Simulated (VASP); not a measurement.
Set up this calculation in VASP 6.6.1, as the native input.

```
Task                    : single point
Functional              : PBE
Potentials or basis     : VASP PAW PBE potentials, release 64 (Sn_d)
Cutoff                  : 520 eV
k mesh                  : 12 × 12 × 12
Occupations             : gaussian, width 0.1 eV
Spin                    : no spin polarisation
Dipole correction       : no
k mesh for the DOS      : 18 × 18 × 18
Occupations for the DOS : tetrahedron
Further INCAR settings  : ALGO = Normal; EDIFF = 1e-07
```

The system is Sn.

```
Sn
1.0
     0.00000    3.32732    3.32732
     3.32732    0.00000    3.32732
     3.32732    3.32732    0.00000
Sn
2
Direct
  0.00000 0.00000 0.00000
  0.25000 0.25000 0.25000
```

This isn't the form of Sn at room conditions, which is tetragonal (white tin).

These files were run (other wordings do the same):

POSCAR

```
Sn
1.0
    0.0000000000      3.3273247537      3.3273247537
    3.3273247537      0.0000000000      3.3273247537
    3.3273247537      3.3273247537      0.0000000000
Sn
2
Direct
    0.0000000000      0.0000000000      0.0000000000
    0.2500000000      0.2500000000      0.2500000000
```

INCAR.step1

```
SYSTEM = Sn
ALGO = Normal ; EDIFF = 1E-7
ENCUT = 520 ; GGA = PE
ISIF = 2 ; ISMEAR = 0
LASPH = .TRUE. ; LCHARG = .TRUE.
LREAL = .FALSE. ; LWAVE = .FALSE.
NBANDS = 21 ; NELM = 60
PREC = Accurate ; SIGMA = 0.1
```

KPOINTS.step1

```
k-points
0
G
  12 12 12
  0 0 0
```

INCAR.step2

```
SYSTEM = Sn
ALGO = Normal ; EDIFF = 1E-7
ENCUT = 520 ; GGA = PE
ICHARG = 11 ; ISIF = 2
ISMEAR = -5 ; LASPH = .TRUE.
LCHARG = .FALSE. ; LORBIT = 10
LREAL = .FALSE. ; LWAVE = .FALSE.
NEDOS = 1001 ; NELM = 60
PREC = Accurate ; SIGMA = 0.1
```

KPOINTS.step2

```
k-points
0
G
  18 18 18
  0 0 0
```

Potentials or basis: VASP PAW PBE potentials, release 64 (Sn_d).

The run is started by

```sh
$ cat potpaw_PBE.64/Sn_d/POTCAR > POTCAR
$ cp INCAR.step1 INCAR
$ cp KPOINTS.step1 KPOINTS
$ mpirun -np 1 vasp_std > vasp.out
$ cp INCAR.step2 INCAR
$ cp KPOINTS.step2 KPOINTS
$ mpirun -np 1 vasp_std > vasp.out
```

It gave:

| Property | Result |
| --- | --- |
| Valence electrons inside the program's atomic spheres | Sn 12.28 |

Run time: 4.5 min on 1 thread of Intel(R) Xeon(R) 6975P-C (Granite Rapids) (shared host), peak memory 0.34 GiB.
